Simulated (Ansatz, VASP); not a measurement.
**Pd: VASP beside Ansatz**

```
Pd
1.0
     0.00000    1.90676    1.90676
     1.90676    0.00000    1.90676
     1.90676    1.90676    0.00000
Pd
1
Cartesian
  0.0000 0.0000 0.0000
```

Alike in both runs: task single point; functional revPBE; k mesh 12 × 12 × 12; occupations fermi-dirac, width 0.05 eV; no spin polarisation.

|  | VASP | Ansatz |
| --- | --- | --- |
| version | VASP 6.6.1 | Ansatz 0.2.0 |
| potentials or method | VASP PAW PBE potentials, release 64 (Pd) | Ansatz PAW |
| plane-wave cutoff (eV) | 520 | 420 |
| valence electrons in the cell | 10 | 18 |

Ansatz gave:

| Quantity | Value |
| --- | --- |
| gap on the k mesh at the Fermi level (eV) | none |
| pressure (GPa) | 25.5 |

Question: Estimate VASP's values.

Answer: gap on the k mesh at the Fermi level (eV): none; pressure (GPa): 25.0.

VASP's potentials were made for PBE, not for revPBE. A gap of «none» marks a metal or a gap that the smearing closes. VASP's potentials hold 10 valence electrons a cell and Ansatz's 18, so a difference there can come from the potentials and not from the codes.
